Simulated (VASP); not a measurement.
A run of VASP 6.6.1:

The input POSCAR:

```
Ge
1.0
    2.7806785653      2.7806785653      0.0000000000
   -2.7806785653      2.7806785653      0.0000000000
    0.0000000000      0.0000000000      5.7429524654
Ge
4
Direct
    0.5000000000      0.5000000000      0.5000000000
    0.5000000000      0.0000000000      0.2500000000
    0.0000000000      0.0000000000      0.0000000000
    0.0000000000      0.5000000000      0.7500000000
```

File INCAR.step1:

```
PREC     = Accurate       # precision mode
ENCUT    = 520            # plane-wave cutoff, eV
ISMEAR   = 0              # smearing method
SIGMA    = 0.02           # smearing width, eV
LREAL    = F              # projectors in reciprocal space
LASPH    = T              # aspherical terms in the spheres
NELM     = 100            # most SCF steps
NBANDS   = 36             # bands
GGA      = PE             # functional
ALGO     = Normal         # electronic algorithm
EDIFF    = 1E-4           # SCF threshold, eV
LWAVE    = T              # write WAVECAR
LCHARG   = F              # write CHGCAR
```

The input INCAR.step2:

```
PREC     = Accurate       # precision mode
ENCUT    = 520            # plane-wave cutoff, eV
EDIFF    = 1E-6           # SCF threshold, eV
ISMEAR   = 0              # smearing method
SIGMA    = 0.02           # smearing width, eV
LREAL    = F              # projectors in reciprocal space
LASPH    = T              # aspherical terms in the spheres
NELM     = 100            # most SCF steps
ALGO     = Normal         # electronic algorithm
ISIF     = 2              # what is computed and relaxed
LWAVE    = F              # write WAVECAR
LCHARG   = F              # write CHGCAR
METAGGA  = R2SCAN         # meta-GGA
LMIXTAU  = T            
NBANDS   = 36             # bands
ISTART   = 1
```

Contents of KPOINTS:

```
Automatic mesh
0
Gamma
  10 10 6
```

Potentials or basis: VASP PAW PBE potentials, release 64 (Ge_d).

Run with:

```console
$ cat potpaw_PBE.64/Ge_d/POTCAR > POTCAR
$ cp INCAR.step1 INCAR
$ mpirun -np 1 vasp_std > vasp.out
$ cp INCAR.step2 INCAR
$ mpirun -np 1 vasp_std > vasp.out
```

Hardware: 1 thread of Intel(R) Xeon(R) 6975P-C (Granite Rapids) (shared host).

Problem. Estimate the wall time of this run.

Solution. It took 5.8 min on 1 thread of Intel(R) Xeon(R) 6975P-C (Granite Rapids), with other jobs on the host, peak memory 0.33 GiB. Counts: k points 84.
